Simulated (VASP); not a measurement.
## ZnC2: vibrations by perturbation theory with PBEsol

ZnC2:

```xyz
3
Lattice="-1.7662 1.7662 2.5289 1.7662 -1.7662 2.5289 1.7662 1.7662 -2.5289" Properties=species:S:1:pos:R:3 pbc="T T T"
Zn    0.0000    0.0000    0.0000
C     0.0000    0.0000    3.1511
C     0.0000    0.0000    1.9067
```

| Property | Result |
| --- | --- |
| Program | VASP 6.6.1 |
| Task | vibrations by perturbation theory |
| Functional | PBEsol |
| Potentials or basis | VASP PAW PBE potentials, release 64 (Zn, C) |
| Cutoff | 520 eV |
| k mesh | 8 × 8 × 8 |
| Occupations | gaussian, width 0.01 eV |
| Spin | no spin polarisation |
| Dipole correction | no |
| Further INCAR settings | ALGO = Normal; EDIFF = 1e-08; NBANDS = 17; IBRION = 8; NSW = 1 |

The electronic dielectric tensor (diagonal) is 5.94, 5.94, 7.29 and the born charges (mean of the diagonal) is Zn +2.29; C -1.14 e. The highest phonon frequency at Γ is 2014 cm⁻¹ and the most unstable mode is 202i cm⁻¹.

Phonon frequencies in cm⁻¹ (negative: imaginary):
```
              q point                       frequencies
(0.000, 0.000, 0.000)  -202 -202 0 1 1 387 387 625 2014
```

Electronic dielectric tensor:
```
5.94 0.00 0.00
0.00 5.94 0.00
0.00 0.00 7.29
```

Born effective charge tensors (e):
atom 1, Zn
```
2.73 0.00 0.00
0.00 2.73 0.00
0.00 0.00 1.41
```
atom 2, C
```
-1.36  0.00  0.00
 0.00 -1.36  0.00
 0.00  0.00 -0.71
```
atom 3, C
```
-1.36  0.00  0.00
 0.00 -1.36  0.00
 0.00  0.00 -0.71
```

It took 15 min on 1 thread of Intel(R) Xeon(R) Platinum 8259CL CPU @ 2.50GHz (Skylake/Cascade Lake), on a shared host, peak memory 0.33 GiB.

Caveat: the cell stands under pressure or tension, which shifts response properties; some modes are imaginary.
